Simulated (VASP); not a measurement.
Here is a VASP 6.6.1 calculation.

Contents of INCAR:

```
PREC = Accurate
ENCUT = 520
EDIFF = 1E-6
ISMEAR = -1
SIGMA = 0.069
LREAL = Auto
LASPH = T
NELM = 60
ALGO = Normal
ISIF = 2
LWAVE = F
LCHARG = T
GGA = PE
LELF = T
LVHAR = T
NBANDS = 86
```

KPOINTS

```
regular mesh
0
Gamma
  2 2 2
```

Contents of POSCAR:

```
CdSe
1.0
    0.0000000000      5.6858917471      5.6858917471
    5.6858917471      0.0000000000      5.6858917471
    5.6858917471      5.6858917471      0.0000000000
Cd Se
8 8
Direct
    0.0140829273     -0.0023290982     -0.0227974794
   -0.0234864654      0.0029287402      0.5124845195
    0.0014065516      0.5165283883      0.0041435013
   -0.0051710446      0.5039160307      0.4945540867
    0.4900184745      0.0247503833     -0.0139730061
    0.5029805574     -0.0055623641      0.5121198450
    0.4927837399      0.5141228729     -0.0140051910
    0.4978453910      0.4917752789      0.5069426447
    0.2366591838      0.2461817006      0.2621820053
    0.2687419262      0.2475939681      0.7536878454
    0.2382729148      0.7640472582      0.2338257672
    0.2502281196      0.7314358389      0.7528367036
    0.7373138087      0.2511276267      0.2689870944
    0.7783176671      0.2382927886      0.7596555109
    0.7378243707      0.7742923530      0.2305551281
    0.7685965007      0.7329243477      0.7374757886
```

Potentials or basis: VASP PAW PBE potentials, release 64 (Cd, Se).

Launch:

```console
$ cat potpaw_PBE.64/Cd/POTCAR potpaw_PBE.64/Se/POTCAR > POTCAR
$ mpirun -np 1 vasp_std > vasp.out
```

Q: Estimate the pressure.

A: 3.7 GPa.

Q: Predict the largest force.

A: 0.880 eV/Å.

Forces in eV/Å, atoms in the order of the input:
```
Cd   0.443  0.708 -0.075
Cd  -0.347 -0.030  0.400
Cd  -0.115  0.033 -0.834
Cd  -0.294 -0.091  0.320
Cd   0.013  0.839 -0.233
Cd  -0.107 -0.327  0.092
Cd   0.161  0.582 -0.228
Cd  -0.156 -0.275  0.554
Se   0.277  0.163  0.088
Se  -0.027 -0.400 -0.349
Se  -0.133 -0.004 -0.075
Se  -0.417 -0.198  0.749
Se   0.076 -0.353  0.340
Se   0.288 -0.587 -0.076
Se   0.148 -0.157 -0.463
Se   0.192  0.097 -0.211
```

Caveat: the k points lie up to 0.48 Å⁻¹ apart; the atoms stand as in a frame of molecular dynamics.
